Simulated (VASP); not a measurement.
# Sc3I (Pm-3m) in VASP: single point with PBE

Aim: the single point of Sc3I with PBE.

Program: VASP 6.6.1. These are calculated values, not measurements. Logs are shortened: lines on timing, memory, paths and dates and some standing lists are left out, and cuts for length are marked.

### Step 1. The cell of the first run

The structure is cubic, space group Pm-3m (No. 221). Conventional cell: a = 4.584 Å, b = 4.584 Å, c = 4.584 Å, α = 90.00°, β = 90.00°, γ = 90.00°. Sc (site symmetry 4/mmm) has 8 Sc at 3.24 Å and 4 I at 3.24 Å within 4.3 Å. Within 4.3 Å of I (site symmetry m-3m) lie 12 Sc at 3.24 Å.

### Step 2. Single point, PBE

Contents of INCAR:

```
ALGO = Normal ; EDIFF = 1E-6
ENCUT = 520 ; GGA = PE
ISIF = 2 ; ISMEAR = 0
LASPH = True ; LCHARG = False
LREAL = False ; LWAVE = False
NBANDS = 28 ; NELM = 80
PREC = Accurate ; SIGMA = 0.1
```

Contents of KPOINTS:

```
k-points
0
Gamma
  4 4 4
```

Contents of POSCAR:

```
Sc3I
1.0
    4.5839401600      0.0000000000      0.0000000000
    0.0000000000      4.5839401600      0.0000000000
    0.0000000000      0.0000000000      4.5839401600
Sc I
3 1
Direct
    0.0000000000      0.5000000000      0.5000000000
    0.5000000000      0.0000000000      0.5000000000
    0.5000000000      0.5000000000      0.0000000000
    0.0000000000      0.0000000000      0.0000000000
```

Potentials or basis: VASP PAW PBE potentials, release 64 (Sc_sv, I).

Started as:

```console
cat potpaw_PBE.64/Sc_sv/POTCAR potpaw_PBE.64/I/POTCAR > POTCAR
mpirun -np 1 vasp_std > vasp.out
```

OUTCAR:

```text
EDIFF = 1E-6
   ENCUT = 520
   GGA = PE
   ISIF = 2
   ISMEAR = 0
   LASPH = True
   LREAL = False
   NELM = 80
   PREC = Accurate

 ion  position               nearest neighbor table
   1  0.000  0.500  0.500-   2 3.24   3 3.24   4 3.24   3 3.24   4 3.24   2 3.24   4 3.24   4 3.24
                             2 3.24   3 3.24   3 3.24   2 3.24
   2  0.500  0.000  0.500-   1 3.24   3 3.24   4 3.24   3 3.24   4 3.24   1 3.24   3 3.24   3 3.24
                             1 3.24   4 3.24   4 3.24   1 3.24
   3  0.500  0.500  0.000-   1 3.24   2 3.24   4 3.24   1 3.24   2 3.24   2 3.24   4 3.24   2 3.24
                             1 3.24   4 3.24   1 3.24   4 3.24
   4  0.000  0.000  0.000-   1 3.24   2 3.24   3 3.24   1 3.24   2 3.24   1 3.24   3 3.24   1 3.24
                             2 3.24   3 3.24   2 3.24   3 3.24

  LATTYP: Found a simple cubic cell.
 ALAT       =     4.5839401600

  Lattice vectors:

 A1 = (   4.5839401600,   0.0000000000,   0.0000000000)
 A2 = (   0.0000000000,   4.5839401600,   0.0000000000)
 A3 = (   0.0000000000,   0.0000000000,   4.5839401600)

Analysis of symmetry for initial positions (statically):
=====================================================================
 Subroutine PRICEL returns:
 Original cell was already a primitive cell.

 Routine SETGRP: Setting up the symmetry group for a
 simple cubic supercell.

 Subroutine GETGRP returns: Found 48 space group operations
 (whereof 48 operations were pure point group operations)
 out of a pool of 48 trial point group operations.

The static configuration has the point symmetry O_h .

Analysis of symmetry for dynamics (positions and initial velocities):
=====================================================================
 Subroutine PRICEL returns:
 Original cell was already a primitive cell.

 Routine SETGRP: Setting up the symmetry group for a
 simple cubic supercell.

 Subroutine GETGRP returns: Found 48 space group operations
 (whereof 48 operations were pure point group operations)
 out of a pool of 48 trial point group operations.

The dynamic configuration has the point symmetry O_h .

 Subroutine INISYM returns: Found 48 space group operations
 (whereof 48 operations are pure point group operations),
 and found     1 'primitive' translations

----------------------------------------------------------------------------------------

                                     Primitive cell

  volume of cell :      96.3201

  direct lattice vectors                    reciprocal lattice vectors
     4.583940160  0.000000000  0.000000000     0.218152935  0.000000000  0.000000000
     0.000000000  4.583940160  0.000000000     0.000000000  0.218152935  0.000000000
     0.000000000  0.000000000  4.583940160     0.000000000  0.000000000  0.218152935

  length of vectors
     4.583940160  4.583940160  4.583940160     0.218152935  0.218152935  0.218152935

  position of ions in fractional coordinates (direct lattice)
     0.000000000  0.500000000  0.500000000
     0.500000000  0.000000000  0.500000000
     0.500000000  0.500000000  0.000000000
     0.000000000  0.000000000  0.000000000

  ion indices of the primitive-cell ions
   primitive index   ion index
                 1           1
                 2           2
                 3           3
                 4           4

----------------------------------------------------------------------------------------

 KPOINTS: k-points

Automatic generation of k-mesh.
 Grid dimensions read from file:
 generate k-points for:    4    4    4

 Generating k-lattice:

  Cartesian coordinates                     Fractional coordinates (reciprocal lattice)
     0.054538234  0.000000000  0.000000000     0.250000000  0.000000000  0.000000000
     0.000000000  0.054538234  0.000000000     0.000000000  0.250000000  0.000000000
     0.000000000  0.000000000  0.054538234     0.000000000  0.000000000  0.250000000

  Length of vectors
     0.054538234  0.054538234  0.054538234

  Shift w.r.t. Gamma in fractional coordinates (k-lattice)
     0.000000000  0.000000000  0.000000000

 Subroutine IBZKPT returns following result:
 ===========================================

 Found     10 irreducible k-points:

 Following reciprocal coordinates:
            Coordinates               Weight
  0.000000  0.000000  0.000000      1.000000
  0.250000  0.000000  0.000000      6.000000
  0.500000  0.000000  0.000000      3.000000
  0.250000  0.250000  0.000000     12.000000
  0.500000  0.250000  0.000000     12.000000
  0.500000  0.500000  0.000000      3.000000
  0.250000  0.250000  0.250000      8.000000
  0.500000  0.250000  0.250000     12.000000
  0.500000  0.500000  0.250000      6.000000
  0.500000  0.500000  0.500000      1.000000
   k-points           NKPTS =     10   k-points in BZ     NKDIM =     10   number of bands    NBANDS=     28
   number of dos      NEDOS =    301   number of ions     NIONS =      4
   total plane-waves  NPLWV =  46656
   dimension x,y,z NGX =    36 NGY =   36 NGZ =   36
   dimension x,y,z NGXF=    72 NGYF=   72 NGZF=   72
   ions per type =               3   1
   NGX,Y,Z   is equivalent  to a cutoff of  13.06, 13.06, 13.06 a.u.
   NGXF,Y,Z  is equivalent  to a cutoff of  26.11, 26.11, 26.11 a.u.
 SYSTEM =  unknown system
   PREC   = accura    normal or accurate (medium, high low for compatibility)
   ISTART =      0    job   : 0-new  1-cont  2-samecut
   ICHARG =      2    charge: 1-file 2-atom 10-const
   ISPIN  =      1    spin polarized calculation?
   LNONCOLLINEAR =      F non collinear calculations
   LSORBIT =      F    spin-orbit coupling
   LASPH  =      T    aspherical Exc in radial PAW
   ENCUT  =  520.0 eV  38.22 Ry    6.18 a.u.   8.52  8.52  8.52*2*pi/ulx,y,z
   NELM   =     80;   NELMIN=  2; NELMDL= -5     # of ELM steps
   EDIFF  = 0.1E-05   stopping-criterion for ELM
   LREAL  =      F    real-space projection
   EDIFFG = 0.1E-04   stopping-criterion for IOM
   NSW    =      0    number of steps for IOM
   IBRION =     -1    ionic relax: 0-MD 1-quasi-New 2-CG
   NFREE  =      0    steps in history (QN), initial steepest desc. (CG)
   ISIF   =      2    stress and relaxation
   ISYM   =      2    0-nonsym 1-usesym 2-fastsym
   POTIM  = 0.5000    time-step for ionic-motion
   TEBEG  =    0.0;   TEEND  =   0.0 temperature during run
   PSTRESS=    0.0 pullay stress
   NELECT =      40.0000    total number of electrons
   NUPDOWN=      -1.0000    fix difference up-down
   EMIN   =  10.00;   EMAX   =-10.00  energy-range for DOS
   EFERMI =   0.00;   METHOD = LEGACY
   ISMEAR =     0;   SIGMA  =   0.10  broadening in eV -4-tet -1-fermi 0-gaus
   EFERMI_NEDOS =   21; number of points for ismear=-14 and -15
   IALGO  =     38    algorithm
   IMIX   =      4    mixing-type and parameters
     AMIX     =   0.40;   BMIX     =  1.00
     AMIX_MAG =   1.60;   BMIX_MAG =  1.00
  volume/ion in A,a.u.               =      24.08       162.50
  Fermi-wavevector in a.u.,A,eV,Ry     =   1.221394  2.308101 20.297226  1.491804
  Thomas-Fermi vector in A             =   2.356578
   LORBIT       =      0    0 simple, 1 ext, 2 COOP (PROOUT), +10 PAW based schemes
   GGA     = PE    functional components
   LHFCALC =     F    Hartree Fock is set to
   AEXX    =    0.0000 exact exchange contribution
   IVDW    =     0    specifies the selected vdW correction
   LEPSILON=     F    determine dielectric tensor
   LRPA    =     F    only Hartree local field effects (RPA)
 non-spin polarized calculation
 Gauss-broadening in eV      SIGMA  =   0.10
  energy-cutoff  :      520.00
  volume of cell :       96.32
 maximum number of plane-waves:      2624
 NGX is ok and might be reduce to    36
   NGX = 17   NGY = 17   NGZ = 17

 number of electron      40.0000010 magnetization

 Free energy of the ion-electron system (eV)
  ---------------------------------------------------
  ext. energy  EPLUGINS =         0.00000000
  ---------------------------------------------------
  free energy    TOTEN  =       -19.96975509 eV

  energy without entropy =      -19.90625451  energy(sigma->0) =      -19.93800480

 E-fermi :   6.2471     XC(G=0): -10.1630

 val. band max:        6.2371316868   @ k =   0.5000   0.2500   0.0000
 cond. band min:       6.2480134366   @ k =   0.5000   0.5000   0.0000
 fundamental gap:      0.0108817498
 Fermi energy:         6.2471010347

 k-point     1 :       0.0000    0.0000    0.0000
  band No.  band energies     occupation
      1     -43.3103      2.00000
      2     -43.2441      2.00000
      3     -43.2441      2.00000
      4     -22.1056      2.00000
      5     -22.1056      2.00000
      6     -22.1056      2.00000
[... 20 lines left out ...]
     27       9.3882      0.00000
     28       9.3906      0.00000

 k-point     2 :       0.2500    0.0000    0.0000
  band No.  band energies     occupation
      1     -43.3018      2.00000
      2     -43.2525      2.00000
      3     -43.2440      2.00000
      4     -22.0846      2.00000
      5     -22.0846      2.00000
      6     -22.0831      2.00000
[... 20 lines left out ...]
     27       8.8781      0.00000
     28       8.8925      0.00000

 k-point     3 :       0.5000    0.0000    0.0000
  band No.  band energies     occupation
      1     -43.2881      2.00000
      2     -43.2661      2.00000
      3     -43.2439      2.00000
      4     -22.0553      2.00000
      5     -22.0526      2.00000
      6     -22.0526      2.00000
[... 20 lines left out ...]
     27       8.2089      0.00000
     28       8.2607      0.00000

 k-point     4 :       0.2500    0.2500    0.0000
  band No.  band energies     occupation
      1     -43.2943      2.00000
      2     -43.2550      2.00000
      3     -43.2488      2.00000
      4     -22.1118      2.00000
      5     -22.0652      2.00000
      6     -22.0469      2.00000
[... 144 lines left out ...]
     27       8.2370      0.00000
     28       8.5403      0.00000

 k-point     9 :       0.5000    0.5000    0.2500
  band No.  band energies     occupation
      1     -43.2658      2.00000
      2     -43.2658      2.00000
      3     -43.2658      2.00000
      4     -22.1537      2.00000
      5     -22.1128      2.00000
      6     -22.1128      2.00000
[... 20 lines left out ...]
     27       8.2448      0.00000
     28       8.2451      0.00000

 k-point    10 :       0.5000    0.5000    0.5000
  band No.  band energies     occupation
      1     -43.2657      2.00000
      2     -43.2657      2.00000
      3     -43.2657      2.00000
      4     -22.1518      2.00000
      5     -22.1518      2.00000
      6     -22.1518      2.00000
[... 20 lines left out ...]
     27       8.0800      0.00000
     28       8.3978      0.00000

------------------------ aborting loop because EDIFF is reached ----------------------------------------

  FORCE on cell =-STRESS in cart. coord.  units (eV):
  Direction    XX          YY          ZZ          XY          YZ          ZX
  --------------------------------------------------------------------------------------
  -------------------------------------------------------------------------------------
  Total       -0.4225306     -0.4225306     -0.4225306      0.0000000     -0.0000000      0.0000000
  in kB       -7.0283261     -7.0283261     -7.0283261      0.0000000     -0.0000000      0.0000000
  external PRESSURE =      -7.0283261 kB  Pullay stress =       0.0000000 kB

 VOLUME and BASIS-vectors are now :
 -----------------------------------------------------------------------------
  energy-cutoff  :      520.00
  volume of cell :       96.32
      direct lattice vectors                 reciprocal lattice vectors
     4.583940160  0.000000000  0.000000000     0.218152935  0.000000000  0.000000000
     0.000000000  4.583940160  0.000000000     0.000000000  0.218152935  0.000000000
     0.000000000  0.000000000  4.583940160     0.000000000  0.000000000  0.218152935

 POSITION                                       TOTAL-FORCE (eV/Angst)
 -----------------------------------------------------------------------------------
      0.00000      2.29197      2.29197         0.000000      0.000000      0.000000
      2.29197      0.00000      2.29197         0.000000      0.000000      0.000000
      2.29197      2.29197      0.00000         0.000000      0.000000      0.000000
      0.00000      0.00000      0.00000         0.000000      0.000000      0.000000
 -----------------------------------------------------------------------------------
    total drift:                                0.000000      0.000000      0.000000

  FREE ENERGIE OF THE ION-ELECTRON SYSTEM (eV)
  ---------------------------------------------------
  free  energy   TOTEN  =       -19.9697550876 eV

  energy  without entropy=      -19.9062545123  energy(sigma->0) =      -19.93800480
```

Wall time 27 s (1 thread of AMD EPYC 7R43 (Zen 3), shared host); peak memory 0.17 GiB.

What came out:

```yaml
Free_energy: -19.9698 eV
Pressure: -0.7 GPa
Band_gap_on_the_k_mesh: zero (band 20 reaches 6.37 eV, above the bottom of band 21 at 5.59 eV)
```

Levels at points of the mesh, in eV from the Fermi level:
```tsv
k point	band 16	band 17	band 18	band 19	band 20	band 21	band 22	band 23	band 24	band 25
(0.00, 0.00, 0.00)	-5.11	-3.47	-1.76	-1.76	-0.66	-0.66	-0.66	-0.10	1.80	1.80
(0.50, 0.00, 0.00)	-5.34	-1.71	-0.68	-0.68	-0.02	0.42	0.42	0.66	0.85	1.52
(0.50, 0.50, 0.00)	-5.45	-1.85	0.00	0.05	0.05	0.62	0.62	1.17	1.19	1.58
(0.50, 0.50, 0.50)	-5.96	-1.90	-1.90	-1.90	0.13	0.86	1.07	1.07	1.07	1.83
```

Caveat: spin-orbit coupling is left out, which moves the levels of the heavy elements.
